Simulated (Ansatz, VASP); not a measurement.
**Bi2Te2O3: VASP beside Ansatz**

```
Bi Te O
1.0
     2.93837    1.69647    5.16151
    -2.93837    1.69647    5.16151
     0.00000   -3.39293    5.16151
Bi Te O
2 2 3
Direct
  0.24813 0.24813 0.24813
  0.75187 0.75187 0.75187
  0.50000 0.50000 0.50000
  0.00000 0.00000 0.00000
  0.00000 0.50000 0.50000
  0.50000 0.00000 0.50000
  0.50000 0.50000 0.00000
```

Change from the starting cell: species swapped into the Ni3Sn2S2 type (R-3m, No. 166).

Alike in both runs: functional PBE; k mesh 3 × 3 × 3; occupations gaussian, width 0.15 eV; no spin polarisation.

Ansatz relaxed the structure, and its values are those at the end. VASP's run is a single point on that final structure, the one shown.

|  | VASP | Ansatz |
| --- | --- | --- |
| version | VASP 6.6.1 | Ansatz 0.2.0 |
| potentials or method | VASP PAW PBE potentials, release 64 (Bi_d, Te, O), cutoff 520 eV | scalar-relativistic, plane waves, PAW |
| valence electrons in the cell | 60 | 80 |

```tsv
	VASP	Ansatz	Ansatz less VASP
gap on the k mesh at the Fermi level (eV)	none	none	-
pressure (GPa)	0.3	0.3	-0.03
rms of the force components (eV/Å)	0.010	0.010	-0.0001
```

A gap of «none» marks a metal or a gap that the smearing closes. VASP's potentials hold 60 valence electrons a cell and Ansatz's 80, so a difference there can come from the potentials and not from the codes.

The k mesh is coarse, so the values compare programs but aren't converged. Spin-orbit coupling is off throughout.
